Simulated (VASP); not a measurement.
# W (Im-3m) in VASP: single point with PBE

Aim: the single point of W with PBE.

Program: VASP 6.6.1. These are calculated values, not measurements. Logs are shortened: lines on timing, memory, paths and dates and some standing lists are left out, and cuts for length are marked.

**1. The cell of the first run**

The structure is cubic, space group Im-3m (No. 229). The conventional cell has a = 3.165 Å, b = 3.165 Å, c = 3.165 Å, α = 90.00°, β = 90.00°, γ = 90.00°. Within 3.6 Å of W (site symmetry m-3m) lie 14 W at 2.74 to 3.16 Å.

**2. Single point, PBE**

Input file INCAR:

```
SYSTEM = W
  ALGO = Fast
  EDIFF = 1E-6
  ENCUT = 520
  GGA = PE
  ISIF = 2
  ISMEAR = -1
  LASPH = .TRUE.
  LCHARG = .FALSE.
  LREAL = Auto
  LWAVE = .FALSE.
  NBANDS = 208
  NELM = 60
  PREC = Accurate
  SIGMA = 0.05
```

Input file KPOINTS:

```
k-points
0
G
  4 4 4
  0 0 0
```

Input file POSCAR:

```
W
1.0
   -4.7470350000      4.7470350000      4.7470350000
    4.7470350000     -4.7470350000      4.7470350000
    4.7470350000      4.7470350000     -4.7470350000
W
27
Direct
    0.0000000000      0.0000000000      0.0000000000
    0.0000000000      0.0000000000      0.3333333333
    0.0000000000      0.0000000000      0.6666666667
    0.0000000000      0.3333333333      0.0000000000
    0.0000000000      0.3333333333      0.3333333333
    0.0000000000      0.3333333333      0.6666666667
    0.0000000000      0.6666666667      0.0000000000
    0.0000000000      0.6666666667      0.3333333333
    0.0000000000      0.6666666667      0.6666666667
    0.3333333333      0.0000000000      0.0000000000
    0.3333333333      0.0000000000      0.3333333333
    0.3333333333      0.0000000000      0.6666666667
    0.3333333333      0.3333333333      0.0000000000
    0.3333333333      0.3333333333      0.3333333333
    0.3333333333      0.3333333333      0.6666666667
    0.3333333333      0.6666666667      0.0000000000
    0.3333333333      0.6666666667      0.3333333333
    0.3333333333      0.6666666667      0.6666666667
    0.6666666667      0.0000000000      0.0000000000
    0.6666666667      0.0000000000      0.3333333333
    0.6666666667      0.0000000000      0.6666666667
    0.6666666667      0.3333333333      0.0000000000
    0.6666666667      0.3333333333      0.3333333333
    0.6666666667      0.3333333333      0.6666666667
    0.6666666667      0.6666666667      0.0000000000
    0.6666666667      0.6666666667      0.3333333333
    0.6666666667      0.6666666667      0.6666666667
```

Potentials or basis: VASP PAW PBE potentials, release 64 (W_sv).

Command:

```console
$ cat potpaw_PBE.64/W_sv/POTCAR > POTCAR
$ mpirun -np 1 vasp_std > vasp.out
```

OUTCAR:

```text
SYSTEM = W
   EDIFF = 1E-6
   ENCUT = 520
   GGA = PE
   ISIF = 2
   ISMEAR = -1
   LASPH = .TRUE.
   LREAL = Auto
   NELM = 60
   PREC = Accurate

 ion  position               nearest neighbor table
   1  0.000  0.000  0.000-   2 2.74   3 2.74   4 2.74   7 2.74  10 2.74  14 2.74  19 2.74  27 2.74
                            13 3.16   9 3.16   5 3.16  21 3.16  25 3.16  11 3.16
   2  0.000  0.000  0.333-   1 2.74   5 2.74   8 2.74  11 2.74  20 2.74  25 2.74  15 2.74   3 2.74
                            19 3.16  14 3.16   7 3.16  26 3.16   6 3.16  12 3.16
   3  0.000  0.000  0.667-   1 2.74   6 2.74   9 2.74  12 2.74  13 2.74  21 2.74  26 2.74   2 2.74
                            15 3.16   4 3.16  10 3.16  27 3.16  20 3.16   8 3.16
   4  0.000  0.333  0.000-   1 2.74   5 2.74   6 2.74  13 2.74  21 2.74  22 2.74  17 2.74   7 2.74
                            19 3.16  14 3.16   3 3.16  24 3.16  16 3.16   8 3.16
   5  0.000  0.333  0.333-   2 2.74   4 2.74  14 2.74  19 2.74  23 2.74  18 2.74   6 2.74   8 2.74
                            20 3.16  22 3.16   1 3.16  17 3.16  15 3.16   9 3.16
   6  0.000  0.333  0.667-   3 2.74   4 2.74  15 2.74  24 2.74  20 2.74  16 2.74   5 2.74   9 2.74
                            21 3.16  13 3.16   2 3.16   7 3.16  23 3.16  18 3.16
   7  0.000  0.667  0.000-   1 2.74   8 2.74   9 2.74  11 2.74  16 2.74  25 2.74  24 2.74   4 2.74
                            17 3.16   2 3.16  10 3.16  27 3.16  22 3.16   6 3.16
   8  0.000  0.667  0.333-   2 2.74   7 2.74  17 2.74  26 2.74  22 2.74  12 2.74   5 2.74   9 2.74
                            25 3.16  11 3.16   3 3.16  23 3.16   4 3.16  18 3.16
   9  0.000  0.667  0.667-   3 2.74   7 2.74  10 2.74  18 2.74  27 2.74  23 2.74   6 2.74   8 2.74
                             1 3.16  12 3.16  16 3.16  26 3.16  24 3.16   5 3.16
  10  0.333  0.000  0.000-   1 2.74   9 2.74  11 2.74  12 2.74  13 2.74  16 2.74  23 2.74  19 2.74
                             3 3.16  18 3.16   7 3.16  14 3.16  22 3.16  20 3.16
  11  0.333  0.000  0.333-   2 2.74   7 2.74  10 2.74  14 2.74  17 2.74  24 2.74  20 2.74  12 2.74
                             8 3.16   1 3.16  16 3.16  23 3.16  15 3.16  21 3.16
[... 36 lines left out ...]
  Lattice vectors:

 A1 = (  -4.7470350000,   4.7470350000,   4.7470350000)
 A2 = (   4.7470350000,  -4.7470350000,   4.7470350000)
 A3 = (   4.7470350000,   4.7470350000,  -4.7470350000)

Analysis of symmetry for initial positions (statically):
=====================================================================
 Subroutine PRICEL returns following result:

  LATTYP: Found a body centered cubic cell.
 ALAT       =     3.1646899997

  Lattice vectors:

 A1 = (  -1.5823449998,   1.5823449998,   1.5823449998)
 A2 = (   1.5823449998,  -1.5823449998,   1.5823449998)
 A3 = (   1.5823449998,   1.5823449998,  -1.5823449998)

  27 primitive cells build up your supercell.

 Routine SETGRP: Setting up the symmetry group for a
 body centered cubic supercell.

 Subroutine GETGRP returns: Found 48 space group operations
 (whereof 48 operations were pure point group operations)
 out of a pool of 48 trial point group operations.

The static configuration has the point symmetry O_h .

Analysis of symmetry for dynamics (positions and initial velocities):
=====================================================================
 Subroutine PRICEL returns following result:

  LATTYP: Found a body centered cubic cell.
 ALAT       =     3.1646899997

  Lattice vectors:

 A1 = (  -1.5823449998,   1.5823449998,   1.5823449998)
 A2 = (   1.5823449998,  -1.5823449998,   1.5823449998)
 A3 = (   1.5823449998,   1.5823449998,  -1.5823449998)

  27 primitive cells build up your supercell.

 Routine SETGRP: Setting up the symmetry group for a
 body centered cubic supercell.

 Subroutine GETGRP returns: Found 48 space group operations
 (whereof 48 operations were pure point group operations)
 out of a pool of 48 trial point group operations.

The dynamic configuration has the point symmetry O_h .

 Subroutine INISYM returns: Found 48 space group operations
 (whereof 48 operations are pure point group operations),
 and found    27 'primitive' translations

----------------------------------------------------------------------------------------

                                     Primitive cell

  volume of cell :      15.8476

  direct lattice vectors                    reciprocal lattice vectors
    -1.582345000  1.582345000  1.582345000     0.000000000  0.315986716  0.315986716
     1.582345000 -1.582345000  1.582345000     0.315986716  0.000000000  0.315986716
     1.582345000  1.582345000 -1.582345000     0.315986716  0.315986716  0.000000000

  length of vectors
     2.740701935  2.740701935  2.740701935     0.446872699  0.446872699  0.446872699

  position of ions in fractional coordinates (direct lattice)
     0.000000000  0.000000000  0.000000000

  ion indices of the primitive-cell ions
   primitive index   ion index
                 1           1

----------------------------------------------------------------------------------------

 KPOINTS: k-points

Automatic generation of k-mesh.
 Grid dimensions read from file:
 generate k-points for:    4    4    4

 Generating k-lattice:

  Cartesian coordinates                     Fractional coordinates (reciprocal lattice)
     0.000000000  0.026332226  0.026332226     0.250000000  0.000000000  0.000000000
     0.026332226  0.000000000  0.026332226     0.000000000  0.250000000  0.000000000
     0.026332226  0.026332226  0.000000000     0.000000000  0.000000000  0.250000000

  Length of vectors
     0.037239392  0.037239392  0.037239392

  Shift w.r.t. Gamma in fractional coordinates (k-lattice)
     0.000000000  0.000000000  0.000000000

 Subroutine IBZKPT returns following result:
 ===========================================

 Found      8 irreducible k-points:

 Following reciprocal coordinates:
            Coordinates               Weight
  0.000000  0.000000  0.000000      1.000000
  0.250000  0.000000  0.000000     12.000000
  0.500000  0.000000  0.000000      6.000000
  0.250000  0.250000  0.000000     24.000000
  0.250000  0.250000  0.250000      2.000000
 -0.250000  0.250000  0.250000      6.000000
  0.500000  0.500000  0.250000     12.000000
  0.500000  0.500000  0.500000      1.000000
   k-points           NKPTS =      8   k-points in BZ     NKDIM =      8   number of bands    NBANDS=    208
   number of dos      NEDOS =    301   number of ions     NIONS =     27
   total plane-waves  NPLWV = 262144
   dimension x,y,z NGX =    64 NGY =   64 NGZ =   64
   dimension x,y,z NGXF=   128 NGYF=  128 NGZF=  128
   ions per type =              27
   NGX,Y,Z   is equivalent  to a cutoff of  12.94, 12.94, 12.94 a.u.
   NGXF,Y,Z  is equivalent  to a cutoff of  25.88, 25.88, 25.88 a.u.
 SYSTEM =  W
   PREC   = accura    normal or accurate (medium, high low for compatibility)
   ISTART =      0    job   : 0-new  1-cont  2-samecut
   ICHARG =      2    charge: 1-file 2-atom 10-const
   ISPIN  =      1    spin polarized calculation?
   LNONCOLLINEAR =      F non collinear calculations
   LSORBIT =      F    spin-orbit coupling
   LASPH  =      T    aspherical Exc in radial PAW
   ENCUT  =  520.0 eV  38.22 Ry    6.18 a.u.  15.29 15.29 15.29*2*pi/ulx,y,z
   NELM   =     60;   NELMIN=  2; NELMDL= -5     # of ELM steps
   EDIFF  = 0.1E-05   stopping-criterion for ELM
   LREAL  =      T    real-space projection
   EDIFFG = 0.1E-04   stopping-criterion for IOM
   NSW    =      0    number of steps for IOM
   IBRION =     -1    ionic relax: 0-MD 1-quasi-New 2-CG
   NFREE  =      0    steps in history (QN), initial steepest desc. (CG)
   ISIF   =      2    stress and relaxation
   ISYM   =      2    0-nonsym 1-usesym 2-fastsym
   POTIM  = 0.5000    time-step for ionic-motion
   TEBEG  =    0.0;   TEEND  =   0.0 temperature during run
   PSTRESS=    0.0 pullay stress
   NELECT =     378.0000    total number of electrons
   NUPDOWN=      -1.0000    fix difference up-down
   EMIN   =  10.00;   EMAX   =-10.00  energy-range for DOS
   EFERMI =   0.00;   METHOD = LEGACY
   ISMEAR =    -1;   SIGMA  =   0.05  broadening in eV -4-tet -1-fermi 0-gaus
   EFERMI_NEDOS =   21; number of points for ismear=-14 and -15
   IALGO  =     68    algorithm
   IMIX   =      4    mixing-type and parameters
     AMIX     =   0.40;   BMIX     =  1.00
     AMIX_MAG =   1.60;   BMIX_MAG =  1.00
  volume/ion in A,a.u.               =      15.85       106.94
  Fermi-wavevector in a.u.,A,eV,Ry     =   1.570832  2.968442 33.572544  2.467512
  Thomas-Fermi vector in A             =   2.672506
   LORBIT       =      0    0 simple, 1 ext, 2 COOP (PROOUT), +10 PAW based schemes
   GGA     = PE    functional components
   LHFCALC =     F    Hartree Fock is set to
   AEXX    =    0.0000 exact exchange contribution
   IVDW    =     0    specifies the selected vdW correction
   LEPSILON=     F    determine dielectric tensor
   LRPA    =     F    only Hartree local field effects (RPA)
 non-spin polarized calculation
 RMM-DIIS sequential band-by-band and
  energy-cutoff  :      520.00
  volume of cell :      427.89
 maximum number of plane-waves:     11544
 NGX is ok and might be reduce to    64
   NGX = 31   NGY = 31   NGZ = 31

 number of electron     378.0000006 magnetization

 Free energy of the ion-electron system (eV)
  ---------------------------------------------------
  ext. energy  EPLUGINS =         0.00000000
  ---------------------------------------------------
  free energy    TOTEN  =      -349.68368523 eV

  energy without entropy =     -349.55495262  energy(sigma->0) =     -349.61931892

 E-fermi :  11.3583     XC(G=0): -13.6429

 val. band max:       11.3234416337   @ k =   0.2500   0.2500   0.0000
 cond. band min:      11.3736188853   @ k =   0.5000   0.5000   0.2500
 fundamental gap:      0.0501772516
 Fermi energy:        11.3583434380

 k-point     1 :       0.0000    0.0000    0.0000
  band No.  band energies     occupation
      1     -62.7401      2.00000
      2     -62.6394      2.00000
      3     -62.6394      2.00000
      4     -62.6394      2.00000
      5     -62.6394      2.00000
      6     -62.6394      2.00000
[... 1621 lines left out ...]
    200      11.6245      0.00970
    201      11.7770      0.00046
 [bands above 201 left out]

------------------------ aborting loop because EDIFF is reached ----------------------------------------

  FORCE on cell =-STRESS in cart. coord.  units (eV):
  Direction    XX          YY          ZZ          XY          YZ          ZX
  --------------------------------------------------------------------------------------
  -------------------------------------------------------------------------------------
  Total       17.1417629     17.1417629     17.1417629      0.0000000     -0.0000000      0.0000000
  in kB       64.1857728     64.1857728     64.1857728      0.0000000     -0.0000000      0.0000000
  external PRESSURE =      64.1857728 kB  Pullay stress =       0.0000000 kB

 VOLUME and BASIS-vectors are now :
 -----------------------------------------------------------------------------
  energy-cutoff  :      520.00
  volume of cell :      427.89
      direct lattice vectors                 reciprocal lattice vectors
    -4.747035000  4.747035000  4.747035000     0.000000000  0.105328905  0.105328905
     4.747035000 -4.747035000  4.747035000     0.105328905  0.000000000  0.105328905
     4.747035000  4.747035000 -4.747035000     0.105328905  0.105328905  0.000000000

 POSITION                                       TOTAL-FORCE (eV/Angst)
 -----------------------------------------------------------------------------------
      0.00000      0.00000      0.00000        -0.000000      0.000000      0.000000
      1.58234      1.58234     -1.58234         0.000000     -0.000000     -0.000000
      3.16469      3.16469     -3.16469        -0.000000      0.000000      0.000000
      1.58234     -1.58234      1.58234        -0.000000      0.000000      0.000000
      3.16469      0.00000      0.00000         0.000000      0.000000     -0.000000
      4.74704      1.58235     -1.58235        -0.000000      0.000000     -0.000000
[... 19 lines left out ...]
      1.58234      1.58234      4.74704        -0.000000      0.000000      0.000000
      3.16469      3.16469      3.16469         0.000000      0.000000      0.000000
 -----------------------------------------------------------------------------------
    total drift:                                0.000000      0.000000     -0.000000

  FREE ENERGIE OF THE ION-ELECTRON SYSTEM (eV)
  ---------------------------------------------------
  free  energy   TOTEN  =      -349.6836852289 eV

  energy  without entropy=     -349.5549526173  energy(sigma->0) =     -349.61931892
```

Run time: 82 min. Hardware: 1 thread of Oxide Virtual Turin-like, shared host; peak memory 0.84 GiB.

What came out:

* Free energy: -349.6837 eV
* Pressure: 6.4 GPa
* Band gap on the k mesh: zero (bands 189 and 190 overlap by 1.66 eV)

Levels at points of the mesh, in eV from the Fermi level:
| k point | band 186 | band 187 | band 188 | band 189 | band 190 | band 191 | band 192 | band 193 |
| --- | --- | --- | --- | --- | --- | --- | --- | --- |
| (0.00, 0.00, 0.00) | 1.00 | 1.00 | 1.00 | 1.00 | 1.00 | 1.00 | 1.00 | 1.00 |
| (0.50, 0.00, 0.00) | -1.41 | 0.13 | 0.13 | 0.46 | 0.46 | 0.46 | 0.46 | 0.77 |
| (0.50, 0.50, 0.50) | -1.10 | -1.10 | -1.10 | -0.66 | -0.66 | -0.66 | -0.66 | -0.66 |

Caveat: the cell stands under pressure; spin-orbit coupling is left out, which moves the levels of the heavy elements.

The gap in the log of VASP goes by the Fermi energy; the results here count the filled bands.